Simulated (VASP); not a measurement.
# Si4GePt (P6/mmm) in VASP: further runs

The runs below take Si4GePt through single point, with PBE.

Program: VASP 6.6.1. These are calculated values, not measurements. Logs are shortened: lines on timing, memory, paths and dates and some standing lists are left out, and cuts for length are marked.

**1. The cell of the first run**

Symmetry: P6/mmm, No. 191, hexagonal system. The conventional cell has a = 3.605 Å, b = 3.605 Å, c = 7.293 Å, α = 90.00°, β = 90.00°, γ = 120.00°. Within 2.9 Å of Si (site symmetry 3m) lie 3 Si at 2.08 Å and 3 Pt at 2.69 Å and 3 Ge at 2.85 Å. Ge (site symmetry 6/mmm) has 12 Si at 2.85 Å and 6 Ge at 3.61 Å and 2 Pt at 3.65 Å within 3.8 Å. Pt (site symmetry 6/mmm) has 12 Si at 2.69 Å and 6 Pt at 3.61 Å and 2 Ge at 3.65 Å within 3.7 Å.

The cell was built from a structure type or drawn by symmetry, and may not be a known phase.

**2. Single point, PBE**

INCAR

```
PREC     = Accurate       # precision mode
ENCUT    = 520            # plane-wave cutoff, eV
EDIFF    = 1E-6           # SCF threshold, eV
ISMEAR   = 0              # smearing method
SIGMA    = 0.1            # smearing width, eV
LREAL    = False          # projectors in reciprocal space
LASPH    = True           # aspherical terms in the spheres
NELM     = 60             # most SCF steps
ALGO     = Normal         # electronic algorithm
ISIF     = 2              # what is computed and relaxed
LWAVE    = False          # write WAVECAR
LCHARG   = False          # write CHGCAR
GGA      = PE             # functional
NBANDS   = 29             # bands
```

KPOINTS

```
Automatic mesh
0
Gamma
  6 6 4
```

POSCAR

```
Si4GePt
1.0
    3.6053714500      0.0000000000      0.0000000000
   -1.8026857300      3.1223432700      0.0000000000
    0.0000000000      0.0000000000      7.2931772100
Si Ge Pt
4 1 1
Direct
    0.3333333300      0.6666666700      0.7665540000
    0.3333333300      0.6666666700      0.2334460000
    0.6666666700      0.3333333300      0.7665540000
    0.6666666700      0.3333333300      0.2334460000
    0.0000000000      0.0000000000      0.5000000000
    0.0000000000      0.0000000000      0.0000000000
```

Potentials or basis: VASP PAW PBE potentials, release 64 (Si, Ge_d, Pt).

Started as:

```bash
$ cat potpaw_PBE.64/Si/POTCAR potpaw_PBE.64/Ge_d/POTCAR potpaw_PBE.64/Pt/POTCAR > POTCAR
$ mpirun -np 1 vasp_std > vasp.out
```

OUTCAR:

```text
PREC = Accurate
   ENCUT = 520
   EDIFF = 1E-6
   ISMEAR = 0
   LREAL = False
   LASPH = True
   NELM = 60
   ISIF = 2
   GGA = PE

 ion  position               nearest neighbor table
   1  0.333  0.667  0.767-   3 2.08   3 2.08   3 2.08   6 2.69   6 2.69   6 2.69   5 2.85   5 2.85
                             5 2.85
   2  0.333  0.667  0.233-   4 2.08   4 2.08   4 2.08   6 2.69   6 2.69   6 2.69   5 2.85   5 2.85
                             5 2.85
   3  0.667  0.333  0.767-   1 2.08   1 2.08   1 2.08   6 2.69   6 2.69   6 2.69   5 2.85   5 2.85
                             5 2.85
   4  0.667  0.333  0.233-   2 2.08   2 2.08   2 2.08   6 2.69   6 2.69   6 2.69   5 2.85   5 2.85
                             5 2.85
   5  0.000  0.000  0.500-   1 2.85   2 2.85   3 2.85   4 2.85   3 2.85   4 2.85   1 2.85   2 2.85
                             3 2.85   4 2.85   1 2.85   2 2.85
   6  0.000  0.000  0.000-   1 2.69   2 2.69   3 2.69   4 2.69   3 2.69   4 2.69   1 2.69   2 2.69
                             3 2.69   4 2.69   1 2.69   2 2.69

  LATTYP: Found a hexagonal cell.
 ALAT       =     3.6053714500
 C/A-ratio  =     2.0228643043

  Lattice vectors:

 A1 = (   3.6053714500,   0.0000000000,   0.0000000000)
 A2 = (  -1.8026857300,   3.1223432700,   0.0000000000)
 A3 = (   0.0000000000,   0.0000000000,   7.2931772100)

Analysis of symmetry for initial positions (statically):
=====================================================================
 Subroutine PRICEL returns:
 Original cell was already a primitive cell.

 Routine SETGRP: Setting up the symmetry group for a
 hexagonal supercell.

 Subroutine GETGRP returns: Found 24 space group operations
 (whereof 24 operations were pure point group operations)
 out of a pool of 24 trial point group operations.

The static configuration has the point symmetry D_6h.

Analysis of symmetry for dynamics (positions and initial velocities):
=====================================================================
 Subroutine PRICEL returns:
 Original cell was already a primitive cell.

 Routine SETGRP: Setting up the symmetry group for a
 hexagonal supercell.

 Subroutine GETGRP returns: Found 24 space group operations
 (whereof 24 operations were pure point group operations)
 out of a pool of 24 trial point group operations.

The dynamic configuration has the point symmetry D_6h.

 Subroutine INISYM returns: Found 24 space group operations
 (whereof 24 operations are pure point group operations),
 and found     1 'primitive' translations

----------------------------------------------------------------------------------------

                                     Primitive cell

  volume of cell :      82.1008

  direct lattice vectors                    reciprocal lattice vectors
     3.605371450  0.000000000  0.000000000     0.277363932  0.160136141  0.000000000
    -1.802685730  3.122343270  0.000000000     0.000000000  0.320272281  0.000000000
     0.000000000  0.000000000  7.293177210     0.000000000  0.000000000  0.137114452

  length of vectors
     3.605371450  3.605371456  7.293177210     0.320272281  0.320272281  0.137114452

  position of ions in fractional coordinates (direct lattice)
     0.333333330  0.666666670  0.766554000
     0.333333330  0.666666670  0.233446000
     0.666666670  0.333333330  0.766554000
     0.666666670  0.333333330  0.233446000
     0.000000000  0.000000000  0.500000000
     0.000000000  0.000000000  0.000000000

  ion indices of the primitive-cell ions
   primitive index   ion index
                 1           1
                 2           2
                 3           3
                 4           4
                 5           5
                 6           6

----------------------------------------------------------------------------------------

 KPOINTS: Automatic mesh

Automatic generation of k-mesh.
 Grid dimensions read from file:
 generate k-points for:    6    6    4

 Generating k-lattice:

  Cartesian coordinates                     Fractional coordinates (reciprocal lattice)
     0.046227322  0.026689357  0.000000000     0.166666667  0.000000000  0.000000000
     0.000000000  0.053378713  0.000000000     0.000000000  0.166666667  0.000000000
     0.000000000  0.000000000  0.034278613     0.000000000  0.000000000  0.250000000

  Length of vectors
     0.053378714  0.053378713  0.034278613

  Shift w.r.t. Gamma in fractional coordinates (k-lattice)
     0.000000000  0.000000000  0.000000000

 Subroutine IBZKPT returns following result:
 ===========================================

 Found     21 irreducible k-points:

 Following reciprocal coordinates:
            Coordinates               Weight
  0.000000  0.000000  0.000000      1.000000
  0.166667  0.000000  0.000000      6.000000
  0.333333  0.000000  0.000000      6.000000
  0.500000 -0.000000  0.000000      3.000000
  0.166667  0.166667  0.000000      6.000000
  0.333333  0.166667  0.000000     12.000000
[... 13 lines left out ...]
  0.333333  0.166667  0.500000     12.000000
  0.333333  0.333333  0.500000      2.000000
   k-points           NKPTS =     21   k-points in BZ     NKDIM =     21   number of bands    NBANDS=     29
   number of dos      NEDOS =    301   number of ions     NIONS =      6
   total plane-waves  NPLWV =  42336
   dimension x,y,z NGX =    28 NGY =   28 NGZ =   54
   dimension x,y,z NGXF=    56 NGYF=   56 NGZF=  108
   ions per type =               4   1   1
   NGX,Y,Z   is equivalent  to a cutoff of  12.91, 12.91, 12.31 a.u.
   NGXF,Y,Z  is equivalent  to a cutoff of  25.82, 25.82, 24.62 a.u.
 SYSTEM =  unknown system
   PREC   = accura    normal or accurate (medium, high low for compatibility)
   ISTART =      0    job   : 0-new  1-cont  2-samecut
   ICHARG =      2    charge: 1-file 2-atom 10-const
   ISPIN  =      1    spin polarized calculation?
   LNONCOLLINEAR =      F non collinear calculations
   LSORBIT =      F    spin-orbit coupling
   LASPH  =      T    aspherical Exc in radial PAW
   ENCUT  =  520.0 eV  38.22 Ry    6.18 a.u.   6.70  6.70 13.56*2*pi/ulx,y,z
   NELM   =     60;   NELMIN=  2; NELMDL= -5     # of ELM steps
   EDIFF  = 0.1E-05   stopping-criterion for ELM
   LREAL  =      F    real-space projection
   EDIFFG = 0.1E-04   stopping-criterion for IOM
   NSW    =      0    number of steps for IOM
   IBRION =     -1    ionic relax: 0-MD 1-quasi-New 2-CG
   NFREE  =      0    steps in history (QN), initial steepest desc. (CG)
   ISIF   =      2    stress and relaxation
   ISYM   =      2    0-nonsym 1-usesym 2-fastsym
   POTIM  = 0.5000    time-step for ionic-motion
   TEBEG  =    0.0;   TEEND  =   0.0 temperature during run
   PSTRESS=    0.0 pullay stress
   NELECT =      40.0000    total number of electrons
   NUPDOWN=      -1.0000    fix difference up-down
   EMIN   =  10.00;   EMAX   =-10.00  energy-range for DOS
   EFERMI =   0.00;   METHOD = LEGACY
   ISMEAR =     0;   SIGMA  =   0.10  broadening in eV -4-tet -1-fermi 0-gaus
   EFERMI_NEDOS =   21; number of points for ismear=-14 and -15
   IALGO  =     38    algorithm
   IMIX   =      4    mixing-type and parameters
     AMIX     =   0.40;   BMIX     =  1.00
     AMIX_MAG =   1.60;   BMIX_MAG =  1.00
  volume/ion in A,a.u.               =      13.68        92.34
  Fermi-wavevector in a.u.,A,eV,Ry     =   1.288187  2.434321 22.577869  1.659427
  Thomas-Fermi vector in A             =   2.420156
   LORBIT       =      0    0 simple, 1 ext, 2 COOP (PROOUT), +10 PAW based schemes
   GGA     = PE    functional components
   LHFCALC =     F    Hartree Fock is set to
   AEXX    =    0.0000 exact exchange contribution
   IVDW    =     0    specifies the selected vdW correction
   LEPSILON=     F    determine dielectric tensor
   LRPA    =     F    only Hartree local field effects (RPA)
 non-spin polarized calculation
 Gauss-broadening in eV      SIGMA  =   0.10
  energy-cutoff  :      520.00
  volume of cell :       82.10
 maximum number of plane-waves:      2248
 NGX is ok and might be reduce to    28
   NGX = 13   NGY = 13   NGZ = 27

 number of electron      39.9999981 magnetization

 Free energy of the ion-electron system (eV)
  ---------------------------------------------------
  ext. energy  EPLUGINS =         0.00000000
  ---------------------------------------------------
  free energy    TOTEN  =       -27.22019610 eV

  energy without entropy =      -27.21436568  energy(sigma->0) =      -27.21728089

 E-fermi :  11.3691     XC(G=0): -11.9676

 val. band max:       11.2598391024   @ k =   0.5000  -0.0000   0.5000
 cond. band min:      11.4343563864   @ k =   0.3333   0.1667   0.0000
 fundamental gap:      0.1745172840
 Fermi energy:        11.3690906227

 k-point     1 :       0.0000    0.0000    0.0000
  band No.  band energies     occupation
      1     -13.7354      2.00000
      2     -13.7354      2.00000
      3     -13.6919      2.00000
      4     -13.6919      2.00000
      5     -13.6789      2.00000
      6      -3.9482      2.00000
[... 21 lines left out ...]
     28      15.7043      0.00000
     29      15.8566      0.00000

 k-point     2 :       0.1667    0.0000    0.0000
  band No.  band energies     occupation
      1     -13.7360      2.00000
      2     -13.7312      2.00000
      3     -13.6951      2.00000
      4     -13.6926      2.00000
      5     -13.6766      2.00000
      6      -3.5245      2.00000
[... 21 lines left out ...]
     28      16.2430      0.00000
     29      16.9869      0.00000

 k-point     3 :       0.3333    0.0000    0.0000
  band No.  band energies     occupation
      1     -13.7375      2.00000
      2     -13.7227      2.00000
      3     -13.7012      2.00000
      4     -13.6940      2.00000
      5     -13.6719      2.00000
      6      -2.2774      2.00000
[... 21 lines left out ...]
     28      17.0874      0.00000
     29      17.8690      0.00000

 k-point     4 :       0.5000   -0.0000    0.0000
  band No.  band energies     occupation
      1     -13.7383      2.00000
      2     -13.7184      2.00000
      3     -13.7042      2.00000
      4     -13.6947      2.00000
      5     -13.6695      2.00000
      6      -0.3807      2.00000
[... 21 lines left out ...]
     28      18.0722      0.00000
     29      18.7394      0.00000

 k-point     5 :       0.1667    0.1667    0.0000
  band No.  band energies     occupation
      1     -13.7356      2.00000
      2     -13.7263      2.00000
      3     -13.6991      2.00000
      4     -13.6943      2.00000
      5     -13.6732      2.00000
      6      -2.6889      2.00000
[... 21 lines left out ...]
     28      17.6961      0.00000
     29      18.0840      0.00000
[... 414 lines left out ...]
     28      17.5449      0.00000
     29      18.6161      0.00000

 k-point    19 :       0.1667    0.1667    0.5000
  band No.  band energies     occupation
      1     -13.7356      2.00000
      2     -13.7263      2.00000
      3     -13.6991      2.00000
      4     -13.6942      2.00000
      5     -13.6731      2.00000
      6      -2.1582      2.00000
[... 21 lines left out ...]
     28      17.0344      0.00000
     29      17.5938      0.00000

 k-point    20 :       0.3333    0.1667    0.5000
  band No.  band energies     occupation
      1     -13.7347      2.00000
      2     -13.7218      2.00000
      3     -13.7026      2.00000
      4     -13.6963      2.00000
      5     -13.6697      2.00000
      6      -0.7207      2.00000
[... 21 lines left out ...]
     28      17.3233      0.00000
     29      17.6453      0.00000

 k-point    21 :       0.3333    0.3333    0.5000
  band No.  band energies     occupation
      1     -13.7272      2.00000
      2     -13.7272      2.00000
      3     -13.7003      2.00000
      4     -13.7003      2.00000
      5     -13.6690      2.00000
      6       0.8241      2.00000
[... 21 lines left out ...]
     28      17.4650      0.00000
     29      17.5295      0.00000

------------------------ aborting loop because EDIFF is reached ----------------------------------------

  FORCE on cell =-STRESS in cart. coord.  units (eV):
  Direction    XX          YY          ZZ          XY          YZ          ZX
  --------------------------------------------------------------------------------------
  -------------------------------------------------------------------------------------
  Total       29.3779249     29.3779249      8.1940512     -0.0000000     -0.0000000      0.0000000
  in kB      573.3030721    573.3030736    159.9049193     -0.0000009     -0.0000000      0.0000000
  external PRESSURE =     435.5036883 kB  Pullay stress =       0.0000000 kB

 VOLUME and BASIS-vectors are now :
 -----------------------------------------------------------------------------
  energy-cutoff  :      520.00
  volume of cell :       82.10
      direct lattice vectors                 reciprocal lattice vectors
     3.605371450  0.000000000  0.000000000     0.277363932  0.160136141  0.000000000
    -1.802685730  3.122343270  0.000000000     0.000000000  0.320272281  0.000000000
     0.000000000  0.000000000  7.293177210     0.000000000  0.000000000  0.137114452

 POSITION                                       TOTAL-FORCE (eV/Angst)
 -----------------------------------------------------------------------------------
     -0.00000      2.08156      5.59061         0.000000     -0.000000     -0.123435
     -0.00000      2.08156      1.70256         0.000000     -0.000000      0.123435
      1.80269      1.04078      5.59061        -0.000000      0.000000     -0.123435
      1.80269      1.04078      1.70256        -0.000000      0.000000      0.123435
      0.00000      0.00000      3.64659         0.000000      0.000000      0.000000
      0.00000      0.00000      0.00000         0.000000      0.000000      0.000000
 -----------------------------------------------------------------------------------
    total drift:                               -0.000000     -0.000000      0.000000

  FREE ENERGIE OF THE ION-ELECTRON SYSTEM (eV)
  ---------------------------------------------------
  free  energy   TOTEN  =       -27.2201961017 eV

  energy  without entropy=      -27.2143656827  energy(sigma->0) =      -27.21728089
```

It took 43 s on 1 thread of AMD EPYC 9R45 (Zen 5), shared host; peak memory 0.19 GiB.

Results:

| Item | Value |
| --- | --- |
| Free energy | -27.2202 eV |
| Pressure | 43.6 GPa |
| Largest force | 0.123 eV/Å |
| Band gap on the k mesh | zero (bands 20 and 21 overlap by 1.68 eV) |

Forces on the atoms (eV/Å):
```
Si   0.000  0.000 -0.123
Si   0.000  0.000  0.123
Si   0.000  0.000 -0.123
Si   0.000  0.000  0.123
Ge   0.000  0.000  0.000
Pt   0.000  0.000  0.000
```

Stress tensor (GPa, compression positive):
```
57.33  0.00  0.00
 0.00 57.33  0.00
 0.00  0.00 15.99
```

Caveat: the cell stands under pressure; spin-orbit coupling is left out, which moves the levels of the heavy elements.

[end of part 1 of 2]
